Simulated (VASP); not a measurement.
Here is a VASP 6.6.1 calculation.

INCAR

```
PREC = Accurate ; ENCUT = 520
EDIFF = 1E-7 ; ISMEAR = 0
SIGMA = 0.05 ; LREAL = F
LASPH = T ; NELM = 60
ALGO = Normal ; ISIF = 2
LWAVE = F ; LCHARG = F
NBANDS = 16
```

KPOINTS

```
Automatic mesh
0
Gamma
  9 9 6
```

Contents of POSCAR:

```
AlN
1.0
    3.0115238416      0.0000000000      0.0000000000
   -1.5057619208      2.6080561509      0.0000000000
    0.0000000000      0.0000000000      4.8201746025
Al N
2 2
Direct
    0.3397634096      0.6795268192      0.0015212672
    0.6602365904      0.3204731808      0.5015212672
    0.3275955689      0.6551911379      0.3834787328
    0.6724044311      0.3448088621      0.8834787328
```

Potentials or basis: VASP PAW LDA potentials, release 64 (Al, N).

Command:

```sh
$ cat potpaw_LDA.64/Al/POTCAR potpaw_LDA.64/N/POTCAR > POTCAR
$ mpirun -np 1 vasp_std > vasp.out
```

(1) Estimate the pressure.

(2) Estimate the band gap on the k mesh.

## Answers

(1) 19.4 GPa.

(2) 4.91 eV, indirect (least direct gap 5.10 eV).
